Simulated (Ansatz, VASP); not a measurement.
LiCl in VASP and in Ansatz

```
Li Cl
1.0
     3.92064    0.00000    0.00000
    -1.96032    3.39538    0.00000
     0.00000    0.00000    6.15958
Li Cl
2 2
Direct
  0.66667 0.33333 0.85242
  0.33333 0.66667 0.35242
  0.66667 0.33333 0.52258
  0.33333 0.66667 0.02258
```

Alike in both runs: task single point; functional PBE; k mesh 9 × 9 × 4; occupations gaussian, width 0.02 eV; no spin polarisation.

|  | VASP | Ansatz |
| --- | --- | --- |
| version | VASP 6.6.1 | Ansatz 0.2.0 |
| potentials or method | VASP PAW PBE potentials, release 64 (Li_sv, Cl), cutoff 520 eV | scalar-relativistic, plane waves, PAW |
| valence electrons in the cell | 20 | 20 |

```tsv
	VASP	Ansatz	Ansatz less VASP
gap on the k mesh at the Fermi level (eV)	5.92	5.91	-0.006
least direct gap on the mesh (eV)	5.92	5.91	-0.006
rms of the force components (eV/Å)	0.911	0.889	-0.0218
```

Atom by atom the forces differ by 0.022 eV/Å (rms over components). With one functional, cell and mesh, what is left measures potentials, basis and numerics.

Noted on VASP's run: the cutoff is under 1.25 times that of the potentials, so the pressure is a little rough.
